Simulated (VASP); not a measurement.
# Al32AgO48 (a cell with a defect) (Ag interstitial hop between voids) in VASP: a series of runs, part 3 of 4

VASP 6.6.1.

**4. Single point, PBE**

Input file INCAR:

```
PREC = Accurate ; ENCUT = 520
EDIFF = 1E-7 ; ISMEAR = -1
SIGMA = 0.01 ; LREAL = Auto
LASPH = True ; NELM = 80
ALGO = Normal ; ISIF = 2
LWAVE = False ; LCHARG = False
GGA = PE ; NBANDS = 244
NELECT = 394.0
```

Input file KPOINTS:

```
regular mesh
0
Gamma
  1 1 1
```

Input file POSCAR:

```
Al32AgO48
1.0
    4.8078835200      2.7758328500      8.7484141900
   -4.8078835200      2.7758328500      8.7484141900
    0.0000000000     -5.5516656900      8.7484141900
Al O Ag
32 48 1
Direct
    0.3140626016      0.3178293318      0.3355982673
    0.4302045511      0.4231213928      0.4271471517
    0.0718329560      0.0751993021      0.0740467807
    0.1742864810      0.1756846014      0.1769503573
    0.3181336984      0.3180411421      0.8173667641
    0.4164405522      0.4144883418      0.9086126582
    0.0734389070      0.0732677298      0.5744213142
    0.1754990392      0.1751119666      0.6777471406
    0.3230551896      0.8262878469      0.3240170171
    0.4259989543      0.9287617583      0.4246236034
    0.0712988307      0.5708392189      0.0763633684
    0.1659366759      0.6829745762      0.1803654608
    0.3208604632      0.8307334644      0.8194704991
    0.4232621092      0.9285640762      0.9280952457
    0.0757938936      0.5733772877      0.5709851542
    0.1755352149      0.6775473768      0.6730199350
    0.8248079611      0.3221847195      0.3256840492
    0.9239330730      0.4260871934      0.4282892264
    0.5772086908      0.0729755933      0.0704564929
    0.6823307339      0.1663513036      0.1837406169
    0.8312196364      0.3185728575      0.8194358287
    0.9286723563      0.4280506191      0.9222362241
    0.5736723174      0.0714380203      0.5757516115
    0.6781995984      0.1735929477      0.6748808268
    0.8229599357      0.8231589838      0.3253346063
    0.9262352290      0.9256555561      0.4267029768
    0.5909838250      0.5864995233      0.0828848465
    0.6820057029      0.6825772642      0.1817220782
    0.8268321453      0.8248424964      0.8218464480
    0.9285222818      0.9243961419      0.9266332153
    0.5722247338      0.5775424583      0.5709554067
    0.6804427290      0.6789587081      0.6701055815
    0.2219826204      0.0306597657      0.3740778264
    0.4737923586      0.1295252829      0.2747296061
    0.0240246251      0.3730919419      0.2242111253
    0.3761273498      0.2164776834      0.0233228233
    0.1190893636      0.2773600449      0.4779982152
    0.2567663940      0.4550966979      0.1410173088
    0.2197462605      0.0307574889      0.8743584012
    0.4715141663      0.1225755963      0.7764901779
    0.0298426176      0.3743624033      0.7199404284
    0.3736845630      0.2199358299      0.5299647262
    0.1228110541      0.2768686549      0.9710574028
    0.2769857116      0.4714005713      0.6215163919
    0.2263197480      0.5257038728      0.3700481955
    0.4759316306      0.6254038458      0.2820987937
    0.0237951474      0.8789641594      0.2221484521
    0.3626784408      0.7390908460      0.0381082708
    0.1263513467      0.7779740382      0.4690650078
    0.2764119656      0.9749480233      0.1262646570
    0.2165814951      0.5253651821      0.8740556854
    0.4628787777      0.6335526296      0.7656021734
    0.0306238543      0.8738578850      0.7214199031
    0.3737722852      0.7238662492      0.5252485045
    0.1285265552      0.7743017673      0.9736003242
    0.2786505819      0.9747381610      0.6218482594
    0.7219450887      0.0225057230      0.3805119285
    0.9698030153      0.1252588446      0.2782119403
    0.5515253422      0.3599296024      0.2393882576
    0.8726162153      0.2240722173      0.0261755274
    0.6270923668      0.2752826790      0.4760096235
    0.7868380879      0.4762155461      0.1225970378
    0.7243562265      0.0250010973      0.8731838238
    0.9756913950      0.1203728369      0.7791726560
    0.5252037749      0.3763994212      0.7130173160
    0.8745460040      0.2212670743      0.5302532797
    0.6370093045      0.2645013200      0.9540793884
    0.7758333924      0.4733031847      0.6271846216
    0.7229826583      0.5288361079      0.3770350684
    0.9683255211      0.6263432345      0.2805689325
    0.5286776579      0.8783402471      0.2228054768
    0.8775271790      0.7237532789      0.0282181792
    0.6249415102      0.7800954354      0.4702231465
    0.7796214810      0.9703758943      0.1261994581
    0.7336910350      0.5392220974      0.8659847974
    0.9746913854      0.6263220888      0.7756525762
    0.5269904027      0.8720985971      0.7244910681
    0.8787318996      0.7204822255      0.5252888530
    0.6250687675      0.7850872032      0.9739518856
    0.7789013236      0.9693568528      0.6256732070
    0.4893231775      0.4905653041      0.0200081638
```

Potentials or basis: VASP PAW PBE potentials, release 64 (Al, O, Ag).

Started as:

```sh
$ cat potpaw_PBE.64/Al/POTCAR potpaw_PBE.64/O/POTCAR potpaw_PBE.64/Ag/POTCAR > POTCAR
$ mpirun -np 1 vasp_gam > vasp.out
```

OUTCAR:

```text
PREC = Accurate
   ENCUT = 520
   EDIFF = 1E-7
   ISMEAR = -1
   LREAL = Auto
   LASPH = True
   NELM = 80
   ISIF = 2
   GGA = PE
   NELECT = 394.0

 ion  position               nearest neighbor table
   1  0.314  0.318  0.336-  37 1.82  34 1.87  38 1.89  42 1.96  45 1.97  59 2.27   8 2.73  81 2.73
                             2 2.74  12 2.92  20 2.94  10 3.18  18 3.19
   2  0.430  0.423  0.427-  44 1.85  61 1.87  59 1.88  46 1.90  42 2.01  45 2.02   1 2.74  23 2.81
                            27 2.82  15 2.83   5 3.16  17 3.23   9 3.29
   3  0.072  0.075  0.074-  47 1.86  39 1.87  60 1.89  43 1.96  58 1.98  50 2.01   4 2.68  14 2.81
                            26 2.82  22 2.82  20 3.18  12 3.21   8 3.24
   4  0.174  0.176  0.177-  33 1.87  35 1.87  36 1.88  50 1.96  58 1.99  43 2.01   3 2.68  17 2.80
                             9 2.80   5 2.86  11 3.23   7 3.25  19 3.29
   5  0.318  0.318  0.817-  40 1.83  43 1.83  44 1.83  36 2.05  51 2.06  65 2.06   6 2.50  16 2.86
                             4 2.86  24 2.87  14 3.15  22 3.15   2 3.16
   6  0.416  0.414  0.909-  65 1.83  51 1.84  36 1.85  52 2.04  67 2.05  38 2.13  81 2.29   5 2.50
                            31 2.76  19 2.80  11 2.82  24 3.34  16 3.35
   7  0.073  0.073  0.574-  53 1.86  66 1.87  33 1.87  37 1.97  64 1.98  56 1.99   8 2.69  30 2.82
                            10 2.82  18 2.82  24 3.23  16 3.24   4 3.25
   8  0.175  0.175  0.678-  39 1.85  41 1.86  42 1.86  64 1.97  37 1.98  56 1.98   7 2.69   1 2.73
                            21 2.75  13 2.75   3 3.24  15 3.25  23 3.25
   9  0.323  0.826  0.324-  49 1.87  50 1.87  46 1.88  54 1.96  33 1.99  71 2.01  10 2.68  16 2.80
[... 83 lines left out ...]
  69  0.723  0.529  0.377-  28 1.83  31 1.85  18 1.96  17 2.02
  70  0.968  0.626  0.281-  25 1.85  18 1.88  12 1.97  11 2.02
  71  0.529  0.878  0.223-  28 1.83  19 1.85  10 1.96   9 2.01
  72  0.878  0.724  0.028-  28 1.83  11 1.85  30 1.96  29 2.01
  73  0.625  0.780  0.470-  25 1.85  10 1.87  32 1.98  31 1.99
  74  0.780  0.970  0.126-  25 1.86  30 1.88  20 1.96  19 2.00
  75  0.734  0.539  0.866-  32 1.88  22 1.92  27 2.03  21 2.13  81 2.27
  76  0.975  0.626  0.776-  22 1.87  29 1.87  16 1.96  15 2.01
  77  0.527  0.872  0.724-  32 1.87  23 1.88  13 1.97  14 2.01
  78  0.879  0.720  0.525-  32 1.85  15 1.86  25 1.98  26 1.99
  79  0.625  0.785  0.974-  27 1.83  29 1.87  14 1.90  28 2.06
  80  0.779  0.969  0.626-  29 1.86  26 1.86  24 1.98  23 1.99
  81  0.489  0.491  0.020-  38 2.13  59 2.14  48 2.19  67 2.20  52 2.27  75 2.27   6 2.29  27 2.29
                             1 2.73  12 2.79  20 2.81  13 2.93  21 2.95  32 3.01

  LATTYP: Found a trigonal (rhomboedric) cell.
 ALAT       =    10.3612616410
 COS(alpha) =     0.5693617618

  Lattice vectors:

 A1 = (   4.8078835200,   2.7758328500,   8.7484141900)
 A2 = (  -4.8078835200,   2.7758328500,   8.7484141900)
 A3 = (   0.0000000000,  -5.5516656900,   8.7484141900)

Analysis of symmetry for initial positions (statically):
=====================================================================
 Subroutine PRICEL returns:
 Original cell was already a primitive cell.

 Routine SETGRP: Setting up the symmetry group for a
 trigonal (rhombohedral) supercell.

 Subroutine GETGRP returns: Found  1 space group operations
 (whereof  1 operations were pure point group operations)
 out of a pool of 12 trial point group operations.

The static configuration has the point symmetry C_1 .

Analysis of symmetry for dynamics (positions and initial velocities):
=====================================================================
 Subroutine PRICEL returns:
 Original cell was already a primitive cell.

[... 217 lines left out ...]

 Found      1 irreducible k-points:

 Following reciprocal coordinates:
            Coordinates               Weight
  0.000000  0.000000  0.000000      1.000000
   k-points           NKPTS =      1   k-points in BZ     NKDIM =      1   number of bands    NBANDS=    244
   number of dos      NEDOS =    301   number of ions     NIONS =     81
   total plane-waves  NPLWV = 512000
   dimension x,y,z NGX =    80 NGY =   80 NGZ =   80
   dimension x,y,z NGXF=   160 NGYF=  160 NGZF=  160
   ions per type =              32  48   1
   NGX,Y,Z   is equivalent  to a cutoff of  12.84, 12.84, 12.84 a.u.
   NGXF,Y,Z  is equivalent  to a cutoff of  25.67, 25.67, 25.67 a.u.
 SYSTEM =  unknown system
   PREC   = accura    normal or accurate (medium, high low for compatibility)
   ISTART =      0    job   : 0-new  1-cont  2-samecut
   ICHARG =      2    charge: 1-file 2-atom 10-const
   ISPIN  =      1    spin polarized calculation?
   LNONCOLLINEAR =      F non collinear calculations
   LSORBIT =      F    spin-orbit coupling
   LASPH  =      T    aspherical Exc in radial PAW
   ENCUT  =  520.0 eV  38.22 Ry    6.18 a.u.  19.27 19.27 19.27*2*pi/ulx,y,z
   NELM   =     80;   NELMIN=  2; NELMDL= -5     # of ELM steps
   EDIFF  = 0.1E-06   stopping-criterion for ELM
   LREAL  =      T    real-space projection
   EDIFFG = 0.1E-05   stopping-criterion for IOM
   NSW    =      0    number of steps for IOM
   IBRION =     -1    ionic relax: 0-MD 1-quasi-New 2-CG
   NFREE  =      0    steps in history (QN), initial steepest desc. (CG)
   ISIF   =      2    stress and relaxation
   ISYM   =      2    0-nonsym 1-usesym 2-fastsym
   POTIM  = 0.5000    time-step for ionic-motion
   TEBEG  =    0.0;   TEEND  =   0.0 temperature during run
   PSTRESS=    0.0 pullay stress
   NELECT =     394.0000    total number of electrons
   NUPDOWN=      -1.0000    fix difference up-down
   EMIN   =  10.00;   EMAX   =-10.00  energy-range for DOS
   EFERMI =   0.00;   METHOD = LEGACY
   ISMEAR =    -1;   SIGMA  =   0.01  broadening in eV -4-tet -1-fermi 0-gaus
   EFERMI_NEDOS =   21; number of points for ismear=-14 and -15
   IALGO  =     38    algorithm
   IMIX   =      4    mixing-type and parameters
     AMIX     =   0.40;   BMIX     =  1.00
     AMIX_MAG =   1.60;   BMIX_MAG =  1.00
  volume/ion in A,a.u.               =       8.65        58.36
  Fermi-wavevector in a.u.,A,eV,Ry     =   1.351339  2.553660 24.845829  1.826117
  Thomas-Fermi vector in A             =   2.478769
   LORBIT       =      0    0 simple, 1 ext, 2 COOP (PROOUT), +10 PAW based schemes
   GGA     = PE    functional components
[... 5 lines left out ...]
 non-spin polarized calculation
  energy-cutoff  :      520.00
  volume of cell :      700.53
 maximum number of plane-waves:      9404
 NGX is ok and might be reduce to    80
   NGX = 39   NGY = 39   NGZ = 39

 number of electron     393.9999998 magnetization

 Free energy of the ion-electron system (eV)
  ---------------------------------------------------
  ext. energy  EPLUGINS =         0.00000000
  ---------------------------------------------------
  free energy    TOTEN  =      -600.94935939 eV

  energy without entropy =     -600.94935939  energy(sigma->0) =     -600.94935939

 E-fermi :   8.1168     XC(G=0): -11.6635

 val. band max:        7.7814665475   @ k =   0.0000   0.0000   0.0000
 cond. band min:      11.5620961928   @ k =   0.0000   0.0000   0.0000
 fundamental gap:      3.7806296453
 Fermi energy:         8.1167845977

 k-point     1 :       0.0000    0.0000    0.0000
  band No.  band energies     occupation
      1     -12.9844      2.00000
      2     -12.0687      2.00000
      3     -12.0512      2.00000
      4     -12.0103      2.00000
      5     -11.9081      2.00000
      6     -11.8856      2.00000
[... 201 lines left out ...]
    208      15.2520      0.00000
    209      15.3069      0.00000
 [bands above 209 left out]

------------------------ aborting loop because EDIFF is reached ----------------------------------------

  FORCE on cell =-STRESS in cart. coord.  units (eV):
  Direction    XX          YY          ZZ          XY          YZ          ZX
  --------------------------------------------------------------------------------------
  -------------------------------------------------------------------------------------
  Total       13.1885114     13.2932971     19.1520556      0.3153102      0.0997055      0.6430764
  in kB       30.1632774     30.4029312     43.8024237      0.7211420      0.2280352      1.4707719
  external PRESSURE =      34.7895441 kB  Pullay stress =       0.0000000 kB

 VOLUME and BASIS-vectors are now :
 -----------------------------------------------------------------------------
  energy-cutoff  :      520.00
  volume of cell :      700.53
      direct lattice vectors                 reciprocal lattice vectors
     4.807883520  2.775832850  8.748414190     0.103995864  0.060042040  0.038102144
    -4.807883520  2.775832850  8.748414190    -0.103995864  0.060042040  0.038102144
     0.000000000 -5.551665690  8.748414190     0.000000000 -0.120084080  0.038102144

 POSITION                                       TOTAL-FORCE (eV/Angst)
 -----------------------------------------------------------------------------------
     -0.01811     -0.10910      8.46401         0.000179     -0.002530     -0.008718
      0.03406     -0.00269     11.20211        -0.004541      0.001552      0.015366
     -0.01618     -0.00295      1.93409         0.000725     -0.004039     -0.005082
     -0.00672     -0.01091      4.60973         0.002091      0.002688      0.011176
      0.00044     -2.77183     12.71618        -0.000275      0.003002     -0.012031
      0.00939     -2.73779     15.21823        -0.000972     -0.003029     -0.011930
[... 73 lines left out ...]
     -0.91569      1.37934     20.76814         0.003916      0.001016      0.000152
     -0.00597      2.60893      8.74751        -0.000157     -0.017375     -0.000436
 -----------------------------------------------------------------------------------
    total drift:                                0.008803     -0.027388     -0.007362

  FREE ENERGIE OF THE ION-ELECTRON SYSTEM (eV)
  ---------------------------------------------------
  free  energy   TOTEN  =      -600.9493593851 eV

  energy  without entropy=     -600.9493593851  energy(sigma->0) =     -600.94935939
```

Run time: 10 min. Hardware: 1 thread of Oxide Virtual Turin-like, shared host; peak memory 0.91 GiB.

Results:

| Item | Value |
| --- | --- |
| Free energy | -600.9494 eV |
| Largest force | 0.019 eV/Å |

Forces in eV/Å, atoms in the order of the input:
```
Al   0.000 -0.003 -0.009
Al  -0.005  0.002  0.015
Al   0.001 -0.004 -0.005
Al   0.002  0.003  0.011
Al   0.000  0.003 -0.012
Al  -0.001 -0.003 -0.012
Al  -0.003  0.000 -0.008
Al  -0.001  0.000  0.004
Al   0.002 -0.001 -0.010
Al  -0.003 -0.001  0.005
Al   0.001  0.005 -0.017
Al  -0.003 -0.004  0.005
Al   0.000  0.003 -0.004
Al   0.004  0.004  0.018
Al  -0.001  0.001 -0.005
Al   0.000 -0.002  0.009
Al   0.000  0.002 -0.010
Al   0.003  0.001  0.006
Al  -0.005 -0.005 -0.017
Al   0.003 -0.003  0.010
Al   0.002  0.007 -0.006
Al   0.004 -0.004  0.016
Al   0.003  0.005 -0.005
Al  -0.003  0.001  0.009
Al  -0.001  0.000 -0.004
Al  -0.001  0.000  0.008
Al  -0.001 -0.004  0.010
Al   0.000  0.002  0.009
Al  -0.003 -0.003 -0.010
Al  -0.002  0.001  0.003
Al   0.006  0.001 -0.016
Al   0.000  0.004  0.004
O   -0.004 -0.002  0.001
O   -0.002  0.006  0.007
O    0.000  0.003  0.001
O    0.004 -0.013  0.000
O   -0.004  0.001 -0.003
O    0.006  0.009  0.012
O   -0.003  0.000  0.000
O   -0.002 -0.001 -0.001
O    0.002  0.003  0.001
O    0.001 -0.003  0.002
O   -0.001  0.003 -0.002
O    0.004  0.001 -0.001
O    0.004  0.002 -0.005
O   -0.007 -0.010  0.001
O   -0.001  0.006  0.001
O    0.011 -0.002 -0.008
O   -0.002  0.005  0.001
O    0.003  0.001  0.000
O   -0.012  0.000  0.001
O    0.000 -0.005  0.005
O    0.001  0.004 -0.001
O    0.003 -0.004  0.004
O    0.003  0.000  0.004
O    0.003  0.000 -0.001
O   -0.006  0.000 -0.001
O    0.000 -0.004 -0.002
O   -0.007  0.012 -0.012
O   -0.006  0.001 -0.004
O   -0.002  0.000  0.002
O    0.014 -0.002  0.004
O   -0.002  0.000  0.003
O    0.003 -0.006  0.000
O    0.009  0.011 -0.005
O    0.002 -0.005  0.000
O   -0.005  0.002  0.008
O   -0.004 -0.005  0.006
O   -0.002  0.000  0.001
O    0.003 -0.001 -0.003
O    0.002  0.003  0.002
O    0.000 -0.002  0.003
O   -0.003  0.003 -0.001
O    0.003  0.000  0.000
O   -0.008 -0.005 -0.005
O   -0.001 -0.003 -0.003
O    0.002 -0.005 -0.005
O    0.002 -0.004  0.001
O   -0.005  0.013  0.002
O    0.004  0.001  0.000
Ag   0.000 -0.017  0.000
```

Caveat: the k points lie up to 0.79 Å⁻¹ apart; the cell carries a net charge on a neutralising background, which shifts energy and pressure; the cell is charged against a uniform background, so pressure and absolute levels hang on convention.

(Part 3 of 4 ends here.)
